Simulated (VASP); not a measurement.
# PbSe (Pm-3m) in VASP: single point with LDA

Aim: the single point of PbSe with LDA.

Everything below comes from runs of VASP 6.6.1. Logs are shortened: lines on timing, memory, paths and dates and some standing lists are left out, and cuts for length are marked.

## (1) The cell of the first run

The structure is cubic, space group Pm-3m (No. 221). The conventional cell has a = 3.784 Å, b = 3.784 Å, c = 3.784 Å, α = 90.00°, β = 90.00°, γ = 90.00°. Within 4.3 Å of Pb (site symmetry m-3m) lie 8 Se at 3.28 Å and 6 Pb at 3.78 Å. Se (site symmetry m-3m) has 8 Pb at 3.28 Å and 6 Se at 3.78 Å within 4.3 Å.

## (2) Single point, LDA, non-collinear spin, zero start, spin-orbit coupling

File INCAR:

```
ALGO = Normal
EDIFF = 1E-6
ENCUT = 500
GGA_COMPAT = F
ISIF = 2
ISMEAR = -1
LASPH = T
LCHARG = F
LORBIT = 11
LORBMOM = T
LREAL = F
LSORBIT = T
LWAVE = F
MAGMOM = 0 0 0 0 0 0
NBANDS = 32
NELM = 200
PREC = Accurate
SIGMA = 0.05
```

File KPOINTS:

```
k-points
0
Gamma
  6 6 6
```

File POSCAR:

```
PbSe
1.0
    3.7843220000      0.0000000000      0.0000000000
    0.0000000000      3.7843220000      0.0000000000
    0.0000000000      0.0000000000      3.7843220000
Pb Se
1 1
Direct
    0.0000000000      0.0000000000      0.0000000000
    0.5000000000      0.5000000000      0.5000000000
```

Potentials or basis: VASP PAW LDA potentials, release 64 (Pb_d, Se).

Command:

```sh
$ cat potpaw_LDA.64/Pb_d/POTCAR potpaw_LDA.64/Se/POTCAR > POTCAR
$ mpirun -np 1 vasp_ncl > vasp.out
```

OUTCAR:

```text
EDIFF = 1E-6
   ENCUT = 500
   ISIF = 2
   ISMEAR = -1
   LASPH = T
   LORBIT = 11
   LREAL = F
   LSORBIT = T
   NELM = 200
   PREC = Accurate

 ion  position               nearest neighbor table
   1  0.000  0.000  0.000-   2 3.28   2 3.28   2 3.28   2 3.28   2 3.28   2 3.28   2 3.28   2 3.28

   2  0.500  0.500  0.500-   1 3.28   1 3.28   1 3.28   1 3.28   1 3.28   1 3.28   1 3.28   1 3.28

  LATTYP: Found a simple cubic cell.
 ALAT       =     3.7843220000

  Lattice vectors:

 A1 = (   3.7843220000,   0.0000000000,   0.0000000000)
 A2 = (   0.0000000000,   3.7843220000,   0.0000000000)
 A3 = (   0.0000000000,   0.0000000000,   3.7843220000)

Analysis of symmetry for initial positions (statically):
=====================================================================
 Subroutine PRICEL returns:
 Original cell was already a primitive cell.

 Routine SETGRP: Setting up the symmetry group for a
 simple cubic supercell.

 Subroutine GETGRP returns: Found 48 space group operations
 (whereof 48 operations were pure point group operations)
 out of a pool of 48 trial point group operations.

The static configuration has the point symmetry O_h .

Analysis of symmetry for dynamics (positions and initial velocities):
=====================================================================
 Subroutine PRICEL returns:
 Original cell was already a primitive cell.

 Routine SETGRP: Setting up the symmetry group for a
 simple cubic supercell.

 Subroutine GETGRP returns: Found 48 space group operations
 (whereof 48 operations were pure point group operations)
 out of a pool of 48 trial point group operations.

The dynamic configuration has the point symmetry O_h .

Analysis of structural, dynamic, and magnetic symmetry:
=====================================================================
 Subroutine PRICEL returns:
 Original cell was already a primitive cell.

 Routine SETGRP: Setting up the symmetry group for a
 simple cubic supercell.

 Subroutine GETGRP returns: Found 48 space group operations
 (whereof 48 operations were pure point group operations)
 out of a pool of 48 trial point group operations.

The overall configuration has the point symmetry O_h .

 Subroutine INISYM returns: Found 48 space group operations
 (whereof 48 operations are pure point group operations),
 and found     1 'primitive' translations

----------------------------------------------------------------------------------------

                                     Primitive cell

  volume of cell :      54.1956

  direct lattice vectors                    reciprocal lattice vectors
     3.784322000  0.000000000  0.000000000     0.264248127  0.000000000  0.000000000
     0.000000000  3.784322000  0.000000000     0.000000000  0.264248127  0.000000000
     0.000000000  0.000000000  3.784322000     0.000000000  0.000000000  0.264248127

  length of vectors
     3.784322000  3.784322000  3.784322000     0.264248127  0.264248127  0.264248127

  position of ions in fractional coordinates (direct lattice)
     0.000000000  0.000000000  0.000000000
     0.500000000  0.500000000  0.500000000

  ion indices of the primitive-cell ions
   primitive index   ion index
                 1           1
                 2           2

----------------------------------------------------------------------------------------

 KPOINTS: k-points

Automatic generation of k-mesh.
 Grid dimensions read from file:
 generate k-points for:    6    6    6

 Generating k-lattice:

  Cartesian coordinates                     Fractional coordinates (reciprocal lattice)
     0.044041354  0.000000000  0.000000000     0.166666667  0.000000000  0.000000000
     0.000000000  0.044041354  0.000000000     0.000000000  0.166666667  0.000000000
     0.000000000  0.000000000  0.044041354     0.000000000  0.000000000  0.166666667

  Length of vectors
[... 88 lines left out ...]

 number of electron      20.0000006 magnetization       0.0000000     -0.0000000     -0.0000000

 number of electron      20.0000006 magnetization      -0.0000000      0.0000000      0.0000000

 Free energy of the ion-electron system (eV)
  ---------------------------------------------------
  ext. energy  EPLUGINS =         0.00000000
  ---------------------------------------------------
  free energy    TOTEN  =        -9.42737939 eV

  energy without entropy =       -9.41246513  energy(sigma->0) =       -9.41992226

 E-fermi :   5.0256     XC(G=0): -10.2360

 val. band max:        5.0038655520   @ k =   0.5000   0.3333   0.0000
 cond. band min:       5.0681409749   @ k =   0.5000   0.5000   0.0000
 fundamental gap:      0.0642754229
 Fermi energy:         5.0256130629

 k-point     1 :       0.0000    0.0000    0.0000
  band No.  band energies     occupation
      1     -12.9794      1.00000
      2     -12.9794      1.00000
      3     -12.9794      1.00000
      4     -12.9794      1.00000
      5     -10.4445      1.00000
      6     -10.4445      1.00000
[... 689 lines left out ...]
     31      18.8983      0.00000
     32      18.8983      0.00000

------------------------ aborting loop because EDIFF is reached ----------------------------------------

  FORCE on cell =-STRESS in cart. coord.  units (eV):
  Direction    XX          YY          ZZ          XY          YZ          ZX
  --------------------------------------------------------------------------------------
  -------------------------------------------------------------------------------------
  Total       -1.6352662     -1.6352662     -1.6352662     -0.0000000     -0.0000000      0.0000000
  in kB      -48.3431346    -48.3431346    -48.3431346     -0.0000000     -0.0000000      0.0000000
  external PRESSURE =     -48.3431346 kB  Pullay stress =       0.0000000 kB

 VOLUME and BASIS-vectors are now :
 -----------------------------------------------------------------------------
  energy-cutoff  :      500.00
  volume of cell :       54.20
      direct lattice vectors                 reciprocal lattice vectors
     3.784322000  0.000000000  0.000000000     0.264248127  0.000000000  0.000000000
     0.000000000  3.784322000  0.000000000     0.000000000  0.264248127  0.000000000
     0.000000000  0.000000000  3.784322000     0.000000000  0.000000000  0.264248127

 POSITION                                       TOTAL-FORCE (eV/Angst)
 -----------------------------------------------------------------------------------
      0.00000      0.00000      0.00000         0.000000      0.000000      0.000000
      1.89216      1.89216      1.89216         0.000000      0.000000      0.000000
 -----------------------------------------------------------------------------------
    total drift:                               -0.000000      0.000000     -0.000000

  FREE ENERGIE OF THE ION-ELECTRON SYSTEM (eV)
  ---------------------------------------------------
  free  energy   TOTEN  =        -9.4273793945 eV

  energy  without entropy=       -9.4124651321  energy(sigma->0) =       -9.41992226

 orbital moment (x)

 # of ion     p       d       tot
 ----------------------------------------
  1        -0.000  -0.000  -0.000
  2        -0.000   0.000  -0.000
 ----------------------------------------
           -0.000  -0.000  -0.000

 orbital moment (y)

 # of ion     p       d       tot
 ----------------------------------------
  1         0.000   0.000   0.000
  2         0.000   0.000   0.000
 ----------------------------------------
            0.000   0.000   0.000

 orbital moment (z)

 # of ion     p       d       tot
 ----------------------------------------
  1         0.000   0.000   0.000
  2         0.000   0.000   0.000
 ----------------------------------------
            0.000   0.000   0.000

 Spin-Orbit-Coupling matrix elements

 Ion:    1  E_soc:     -0.9190105
 l=   1
     0.0000000    -0.0847192    -0.0847192
    -0.0847192     0.0000000    -0.0847192
    -0.0847192    -0.0847192     0.0000000
 l=   2
     0.0000000    -0.0136695     0.0000000    -0.0136695    -0.0547796
    -0.0136695     0.0000000    -0.0410847    -0.0136695    -0.0136949
     0.0000000    -0.0410847     0.0000000    -0.0410847     0.0000000
    -0.0136695    -0.0136695    -0.0410847     0.0000000    -0.0136949
    -0.0547796    -0.0136949     0.0000000    -0.0136949     0.0000000
 l=   3
     0.0000000     0.0000000     0.0000000     0.0000000     0.0000000     0.0000000     0.0000000
     0.0000000     0.0000000     0.0000000     0.0000000     0.0000000     0.0000000     0.0000000
     0.0000000     0.0000000     0.0000000     0.0000000     0.0000000     0.0000000     0.0000000
     0.0000000     0.0000000     0.0000000     0.0000000     0.0000000     0.0000000     0.0000000
     0.0000000     0.0000000     0.0000000     0.0000000     0.0000000     0.0000000     0.0000000
     0.0000000     0.0000000     0.0000000     0.0000000     0.0000000     0.0000000     0.0000000
     0.0000000     0.0000000     0.0000000     0.0000000     0.0000000     0.0000000     0.0000000

 Ion:    2  E_soc:     -0.0556136
 l=   1
     0.0000000    -0.0092819    -0.0092819
    -0.0092819     0.0000000    -0.0092819
    -0.0092819    -0.0092819     0.0000000
 l=   2
     0.0000000     0.0000094     0.0000000     0.0000094     0.0000036
     0.0000094     0.0000000     0.0000027     0.0000094     0.0000009
     0.0000000     0.0000027     0.0000000     0.0000027     0.0000000
     0.0000094     0.0000094     0.0000027     0.0000000     0.0000009
     0.0000036     0.0000009     0.0000000     0.0000009     0.0000000
 l=   3
     0.0000000     0.0000000     0.0000000     0.0000000     0.0000000     0.0000000     0.0000000
     0.0000000     0.0000000     0.0000000     0.0000000     0.0000000     0.0000000     0.0000000
     0.0000000     0.0000000     0.0000000     0.0000000     0.0000000     0.0000000     0.0000000
     0.0000000     0.0000000     0.0000000     0.0000000     0.0000000     0.0000000     0.0000000
     0.0000000     0.0000000     0.0000000     0.0000000     0.0000000     0.0000000     0.0000000
     0.0000000     0.0000000     0.0000000     0.0000000     0.0000000     0.0000000     0.0000000
     0.0000000     0.0000000     0.0000000     0.0000000     0.0000000     0.0000000     0.0000000

 total charge

# of ion       s       p       d       tot
------------------------------------------
    1        1.457   0.547   9.828  11.831
    2        1.490   2.244   0.016   3.751
--------------------------------------------------
tot          2.947   2.791   9.844  15.582

 magnetization (x)

# of ion       s       p       d       tot
------------------------------------------
    1        0.000  -0.000  -0.000   0.000
    2        0.000   0.000   0.000   0.000
--------------------------------------------------
tot          0.000  -0.000  -0.000   0.000

 magnetization (y)

# of ion       s       p       d       tot
------------------------------------------
    1       -0.000  -0.000  -0.000  -0.000
    2       -0.000   0.000  -0.000   0.000
--------------------------------------------------
tot         -0.000  -0.000  -0.000  -0.000

 magnetization (z)

# of ion       s       p       d       tot
------------------------------------------
    1        0.000  -0.000   0.000   0.000
    2       -0.000  -0.000  -0.000  -0.000
--------------------------------------------------
tot          0.000  -0.000  -0.000  -0.000
```

Run time: 1.9 min. Hardware: 1 thread of Intel Xeon 8259CL, shared host; peak memory 0.23 GiB.

Results:

* Free energy: -9.4274 eV
* Pressure: -4.8 GPa
* Net moment: 0.00 μB per cell
* Valence electrons inside the program's atomic spheres: Pb 11.83; Se 3.75

Moments on the atoms (μB; x, y, z):
```
Pb  0.00 0.00 0.00
Se  0.00 0.00 0.00
```

Caveat: the cell stands under tension.
